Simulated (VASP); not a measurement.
# Ir (P6_3/mmc) in VASP: a series of runs

Ir is run at these levels: LDA; tasks: single point.

Everything below comes from runs of VASP 6.6.1. Logs are shortened: lines on timing, memory, paths and dates and some standing lists are left out, and cuts for length are marked.

### Step 1. The cell of the first run

Symmetry: P6_3/mmc, No. 194, hexagonal system. The conventional cell has a = 2.786 Å, b = 2.786 Å, c = 4.152 Å, α = 90.00°, β = 90.00°, γ = 120.00°. Within 3.5 Å of Ir (site symmetry -6m2) lie 12 Ir at 2.63 to 2.79 Å.

This isn't the form of Ir at room conditions, which is fcc.

### Step 2. Single point, LDA

The input, INCAR:

```
PREC = Accurate
ENCUT = 520
EDIFF = 1E-7
ISMEAR = 0
SIGMA = 0.15
LREAL = False
LASPH = True
NELM = 60
ALGO = Normal
ISIF = 2
LWAVE = False
LCHARG = True
GGA = CA
LELF = True
LVHAR = True
NBANDS = 16
```

The input, KPOINTS:

```
Automatic mesh
0
Gamma
  18 18 10
```

The input, POSCAR:

```
Ir
1.0
    2.7864000000      0.0000000000      0.0000000000
   -1.3932000000      2.4130931851      0.0000000000
    0.0000000000      0.0000000000      4.1523000000
Ir
2
Direct
    0.6666666667      0.3333333333      0.7500000000
    0.3333333333      0.6666666667      0.2500000000
```

Potentials or basis: VASP PAW LDA potentials, release 64 (Ir).

Launch:

```console
> cat potpaw_LDA.64/Ir/POTCAR > POTCAR
> mpirun -np 1 vasp_std > vasp.out
```

OUTCAR:

```text
PREC = Accurate
   ENCUT = 520
   EDIFF = 1E-7
   ISMEAR = 0
   LREAL = False
   LASPH = True
   NELM = 60
   ISIF = 2
   GGA = CA

 ion  position               nearest neighbor table
   1  0.667  0.333  0.750-   2 2.63   2 2.63   2 2.63   2 2.63   2 2.63   2 2.63
   2  0.333  0.667  0.250-   1 2.63   1 2.63   1 2.63   1 2.63   1 2.63   1 2.63

  LATTYP: Found a hexagonal cell.
 ALAT       =     2.7864000000
 C/A-ratio  =     1.4902024117

  Lattice vectors:

 A1 = (   2.7864000000,   0.0000000000,   0.0000000000)
 A2 = (  -1.3932000000,   2.4130931851,   0.0000000000)
 A3 = (   0.0000000000,   0.0000000000,   4.1523000000)

Analysis of symmetry for initial positions (statically):
=====================================================================
 Subroutine PRICEL returns:
 Original cell was already a primitive cell.

 Routine SETGRP: Setting up the symmetry group for a
 hexagonal supercell.

 Subroutine GETGRP returns: Found 24 space group operations
 (whereof 12 operations were pure point group operations)
 out of a pool of 24 trial point group operations.

The static configuration has the point symmetry D_3d.
 The point group associated with its full space group is D_6h.

Analysis of symmetry for dynamics (positions and initial velocities):
=====================================================================
 Subroutine PRICEL returns:
 Original cell was already a primitive cell.

 Routine SETGRP: Setting up the symmetry group for a
 hexagonal supercell.

 Subroutine GETGRP returns: Found 24 space group operations
 (whereof 12 operations were pure point group operations)
 out of a pool of 24 trial point group operations.

The dynamic configuration has the point symmetry D_3d.
 The point group associated with its full space group is D_6h.

 Subroutine INISYM returns: Found 24 space group operations
 (whereof 12 operations are pure point group operations),
 and found     1 'primitive' translations

----------------------------------------------------------------------------------------

                                     Primitive cell

  volume of cell :      27.9194

  direct lattice vectors                    reciprocal lattice vectors
     2.786400000  0.000000000  0.000000000     0.358886018  0.207202939  0.000000000
    -1.393200000  2.413093185  0.000000000     0.000000000  0.414405878  0.000000000
     0.000000000  0.000000000  4.152300000     0.000000000  0.000000000  0.240830383

  length of vectors
     2.786400000  2.786400000  4.152300000     0.414405878  0.414405878  0.240830383

  position of ions in fractional coordinates (direct lattice)
     0.666666667  0.333333333  0.750000000
     0.333333333  0.666666667  0.250000000

  ion indices of the primitive-cell ions
   primitive index   ion index
                 1           1
                 2           2

----------------------------------------------------------------------------------------

 KPOINTS: Automatic mesh

Automatic generation of k-mesh.
 Grid dimensions read from file:
 generate k-points for:   18   18   10

 Generating k-lattice:

  Cartesian coordinates                     Fractional coordinates (reciprocal lattice)
     0.019938112  0.011511274  0.000000000     0.055555556 -0.000000000  0.000000000
     0.000000000  0.023022549  0.000000000     0.000000000  0.055555556  0.000000000
     0.000000000  0.000000000  0.024083038     0.000000000  0.000000000  0.100000000

  Length of vectors
     0.023022549  0.023022549  0.024083038

  Shift w.r.t. Gamma in fractional coordinates (k-lattice)
     0.000000000  0.000000000  0.000000000

 Subroutine IBZKPT returns following result:
 ===========================================

 Found    222 irreducible k-points:

 Following reciprocal coordinates:
            Coordinates               Weight
  0.000000  0.000000  0.000000      1.000000
  0.055556  0.000000  0.000000      6.000000
  0.111111  0.000000  0.000000      6.000000
  0.166667  0.000000  0.000000      6.000000
  0.222222  0.000000  0.000000      6.000000
  0.277778  0.000000  0.000000      6.000000
[... 16 lines left out ...]
  0.333333  0.111111  0.000000     12.000000
  0.388889  0.111111  0.000000     12.000000
 [... further k-points ...]
   k-points           NKPTS =    222   k-points in BZ     NKDIM =    222   number of bands    NBANDS=     16
   number of dos      NEDOS =    301   number of ions     NIONS =      2
   total plane-waves  NPLWV =  18432
   dimension x,y,z NGX =    24 NGY =   24 NGZ =   32
   dimension x,y,z NGXF=    48 NGYF=   48 NGZF=   64
   ions per type =               2
   NGX,Y,Z   is equivalent  to a cutoff of  14.32, 14.32, 12.81 a.u.
   NGXF,Y,Z  is equivalent  to a cutoff of  28.64, 28.64, 25.62 a.u.
 SYSTEM =  unknown system
   PREC   = accura    normal or accurate (medium, high low for compatibility)
   ISTART =      0    job   : 0-new  1-cont  2-samecut
   ICHARG =      2    charge: 1-file 2-atom 10-const
   ISPIN  =      1    spin polarized calculation?
   LNONCOLLINEAR =      F non collinear calculations
   LSORBIT =      F    spin-orbit coupling
   LASPH  =      T    aspherical Exc in radial PAW
   ENCUT  =  520.0 eV  38.22 Ry    6.18 a.u.   5.18  5.18  7.72*2*pi/ulx,y,z
   NELM   =     60;   NELMIN=  2; NELMDL= -5     # of ELM steps
   EDIFF  = 0.1E-06   stopping-criterion for ELM
   LREAL  =      F    real-space projection
   EDIFFG = 0.1E-05   stopping-criterion for IOM
   NSW    =      0    number of steps for IOM
   IBRION =     -1    ionic relax: 0-MD 1-quasi-New 2-CG
   NFREE  =      0    steps in history (QN), initial steepest desc. (CG)
   ISIF   =      2    stress and relaxation
   ISYM   =      2    0-nonsym 1-usesym 2-fastsym
   POTIM  = 0.5000    time-step for ionic-motion
   TEBEG  =    0.0;   TEEND  =   0.0 temperature during run
   PSTRESS=    0.0 pullay stress
   NELECT =      18.0000    total number of electrons
   NUPDOWN=      -1.0000    fix difference up-down
   EMIN   =  10.00;   EMAX   =-10.00  energy-range for DOS
   EFERMI =   0.00;   METHOD = LEGACY
   ISMEAR =     0;   SIGMA  =   0.15  broadening in eV -4-tet -1-fermi 0-gaus
   EFERMI_NEDOS =   21; number of points for ismear=-14 and -15
   IALGO  =     38    algorithm
   IMIX   =      4    mixing-type and parameters
     AMIX     =   0.40;   BMIX     =  1.00
     AMIX_MAG =   1.60;   BMIX_MAG =  1.00
  volume/ion in A,a.u.               =      13.96        94.20
  Fermi-wavevector in a.u.,A,eV,Ry     =   1.414263  2.672570 27.213562  2.000140
  Thomas-Fermi vector in A             =   2.535823
   LORBIT       =      0    0 simple, 1 ext, 2 COOP (PROOUT), +10 PAW based schemes
   GGA     = CA    functional components
   LHFCALC =     F    Hartree Fock is set to
   AEXX    =    0.0000 exact exchange contribution
   IVDW    =     0    specifies the selected vdW correction
   LEPSILON=     F    determine dielectric tensor
   LRPA    =     F    only Hartree local field effects (RPA)
 non-spin polarized calculation
 Gauss-broadening in eV      SIGMA  =   0.15
  energy-cutoff  :      520.00
  volume of cell :       27.92
 maximum number of plane-waves:       766
 NGX is ok and might be reduce to    24
   NGX = 11   NGY = 11   NGZ = 15

 number of electron      18.0000000 magnetization

 Free energy of the ion-electron system (eV)
  ---------------------------------------------------
  ext. energy  EPLUGINS =         0.00000000
  ---------------------------------------------------
  free energy    TOTEN  =       -20.34794376 eV

  energy without entropy =      -20.31381378  energy(sigma->0) =      -20.33087877

 E-fermi :  10.7380     XC(G=0): -14.2069

 val. band max:       10.7375304621   @ k =   0.0000   0.0000   0.4000
 cond. band min:      10.7393935466   @ k =   0.0556   0.0000   0.4000
 fundamental gap:      0.0018630845
 Fermi energy:        10.7380081892

 k-point     1 :       0.0000    0.0000    0.0000
  band No.  band energies     occupation
      1      -0.6988      2.00000
      2       2.4273      2.00000
      3       6.6404      2.00000
      4       6.6404      2.00000
      5       7.4868      2.00000
      6       7.4868      2.00000
[... 8 lines left out ...]
     15      28.3093      0.00000
     16      28.7022      0.00000

 k-point     2 :       0.0556    0.0000    0.0000
  band No.  band energies     occupation
      1      -0.5837      2.00000
      2       2.5190      2.00000
      3       6.4463      2.00000
      4       6.7354      2.00000
      5       7.3889      2.00000
      6       7.4106      2.00000
[... 8 lines left out ...]
     15      28.4254      0.00000
     16      28.8500      0.00000

 k-point     3 :       0.1111    0.0000    0.0000
  band No.  band energies     occupation
      1      -0.2470      2.00000
      2       2.7746      2.00000
      3       6.0646      2.00000
      4       7.0164      2.00000
      5       7.0481      2.00000
      6       7.2066      2.00000
[... 8 lines left out ...]
     15      28.7139      0.00000
     16      28.8598      0.00000

 k-point     4 :       0.1667    0.0000    0.0000
  band No.  band energies     occupation
      1       0.2842      2.00000
      2       3.1251      2.00000
      3       5.6839      2.00000
      4       6.4328      2.00000
      5       6.9277      2.00000
      6       7.1697      2.00000
[... 8 lines left out ...]
     15      27.9523      0.00000
     16      28.1512      0.00000

 k-point     5 :       0.2222    0.0000    0.0000
  band No.  band energies     occupation
      1       0.9567      2.00000
      2       3.4205      2.00000
      3       5.4513      2.00000
      4       5.6995      2.00000
      5       6.6255      2.00000
      6       7.0698      2.00000
[... 8 lines left out ...]
     15      26.5944      0.00000
     16      27.4957      0.00000

 k-point     6 :       0.2778    0.0000    0.0000
  band No.  band energies     occupation
      1       1.6791      2.00000
      2       3.4808      2.00000
      3       5.0101      2.00000
      4       5.5000      2.00000
      5       6.3384      2.00000
      6       7.1480      2.00000
[... 8 lines left out ...]
     15      25.0547      0.00000
     16      26.5068      0.00000

 k-point     7 :       0.3333   -0.0000    0.0000
  band No.  band energies     occupation
      1       2.3163      2.00000
      2       3.3359      2.00000
      3       4.4381      2.00000
      4       5.7937      2.00000
      5       6.0928      2.00000
      6       7.4338      2.00000
[... 8 lines left out ...]
     15      23.6119      0.00000
     16      25.7126      0.00000

 k-point     8 :       0.3889    0.0000    0.0000
  band No.  band energies     occupation
      1       2.7416      2.00000
      2       3.1519      2.00000
      3       4.0149      2.00000
      4       5.9064      2.00000
      5       6.2316      2.00000
      6       7.5931      2.00000
[... 8 lines left out ...]
     15      22.3765      0.00000
     16      25.0875      0.00000

 k-point     9 :       0.4444    0.0000    0.0000
  band No.  band energies     occupation
      1       2.9131      2.00000
      2       3.0534      2.00000
      3       3.7560      2.00000
      4       5.7904      2.00000
      5       6.6615      2.00000
      6       7.5345      2.00000
[... 8 lines left out ...]
     15      21.7525      0.00000
     16      23.3151      0.00000
[... 172 lines left out ...]
 k-point    19 :       0.1111    0.1111    0.0000
  band No.  band energies     occupation
      1       0.5931      2.00000
      2       3.3375      2.00000
      3       5.4286      2.00000
      4       6.1440      2.00000
      5       6.7021      2.00000
      6       7.1084      2.00000
[... 8 lines left out ...]
     15      26.1351      0.00000
     16      28.4621      0.00000

 k-point    20 :       0.1667    0.1111    0.0000
  band No.  band energies     occupation
      1       1.2524      2.00000
      2       3.6610      2.00000
      3       5.1325      2.00000
      4       5.4778      2.00000
      5       6.4432      2.00000
      6       7.0483      2.00000
[... 8 lines left out ...]
     15      24.7619      0.00000
     16      27.5025      0.00000

 k-point    21 :       0.2222    0.1111    0.0000
  band No.  band energies     occupation
      1       1.9720      2.00000
      2       3.7722      2.00000
      3       4.8472      2.00000
      4       5.0909      2.00000
      5       6.2219      2.00000
      6       7.1427      2.00000
[... 8 lines left out ...]
     15      23.4618      0.00000
     16      26.6520      0.00000

 k-point    22 :       0.2778    0.1111    0.0000
  band No.  band energies     occupation
      1       2.6184      2.00000
      2       3.6323      2.00000
      3       4.3186      2.00000
      4       5.3599      2.00000
      5       6.0460      2.00000
      6       7.4266      2.00000
[... 8 lines left out ...]
     15      22.1095      0.00000
     16      25.9617      0.00000

 k-point    23 :       0.3333    0.1111    0.0000
  band No.  band energies     occupation
      1       3.0548      2.00000
      2       3.4369      2.00000
      3       3.9247      2.00000
      4       5.8019      2.00000
      5       5.9198      2.00000
      6       7.4811      2.00000
[... 8 lines left out ...]
     15      21.3236      0.00000
     16      25.4530      0.00000

 k-point    24 :       0.3889    0.1111    0.0000
  band No.  band energies     occupation
      1       3.2447      2.00000
      2       3.3153      2.00000
      3       3.6825      2.00000
      4       5.8444      2.00000
      5       6.2373      2.00000
      6       7.3887      2.00000
[... 8 lines left out ...]
     15      22.2905      0.00000
     16      24.2582      0.00000

 [... further k-points ...]

------------------------ aborting loop because EDIFF is reached ----------------------------------------

  FORCE on cell =-STRESS in cart. coord.  units (eV):
  Direction    XX          YY          ZZ          XY          YZ          ZX
  --------------------------------------------------------------------------------------
  -------------------------------------------------------------------------------------
  Total       -0.9107627     -0.9107627      4.2951510      0.0000000     -0.0000000      0.0000000
  in kB      -52.2648313    -52.2648313    246.4806002      0.0000000     -0.0000000      0.0000000
  external PRESSURE =      47.3169792 kB  Pullay stress =       0.0000000 kB

 VOLUME and BASIS-vectors are now :
 -----------------------------------------------------------------------------
  energy-cutoff  :      520.00
  volume of cell :       27.92
      direct lattice vectors                 reciprocal lattice vectors
     2.786400000  0.000000000  0.000000000     0.358886018  0.207202939  0.000000000
    -1.393200000  2.413093185  0.000000000     0.000000000  0.414405878  0.000000000
     0.000000000  0.000000000  4.152300000     0.000000000  0.000000000  0.240830383

 POSITION                                       TOTAL-FORCE (eV/Angst)
 -----------------------------------------------------------------------------------
      1.39320      0.80436      3.11423         0.000000     -0.000000      0.000000
     -0.00000      1.60873      1.03808         0.000000      0.000000      0.000000
 -----------------------------------------------------------------------------------
    total drift:                               -0.000000      0.000000     -0.000000

  FREE ENERGIE OF THE ION-ELECTRON SYSTEM (eV)
  ---------------------------------------------------
  free  energy   TOTEN  =       -20.3479437568 eV

  energy  without entropy=      -20.3138137804  energy(sigma->0) =      -20.33087877
```

Wall time 38 s (1 thread of AMD EPYC 9R45 (Zen 5), shared host); peak memory 0.17 GiB.

Results:

```
Free energy            : -20.3479 eV
Pressure               : 4.7 GPa
Band gap on the k mesh : zero (bands 9 and 10 overlap by 3.06 eV)
```

Levels at points of the mesh, in eV from the Fermi level:
```tsv
k point	band 5	band 6	band 7	band 8	band 9	band 10	band 11	band 12	band 13	band 14
(0.00, 0.00, 0.00)	-3.25	-3.25	-3.25	-3.20	-3.20	0.07	0.19	0.19	8.33	13.77
(0.50, 0.00, 0.00)	-3.89	-3.22	-2.57	0.09	0.75	1.36	2.66	3.98	8.70	10.45
(0.00, 0.00, 0.50)	-4.48	-4.48	-4.19	-4.19	-0.45	-0.45	-0.45	-0.45	13.45	13.45
(0.50, 0.00, 0.50)	-2.65	-2.65	-1.11	-1.11	0.51	0.51	1.91	1.91	7.59	7.59
```

Caveat: the stress differs along the axes, from -5 to 25 GPa; spin-orbit coupling is left out, which moves the levels of the heavy elements.

[end of part 1 of 2]
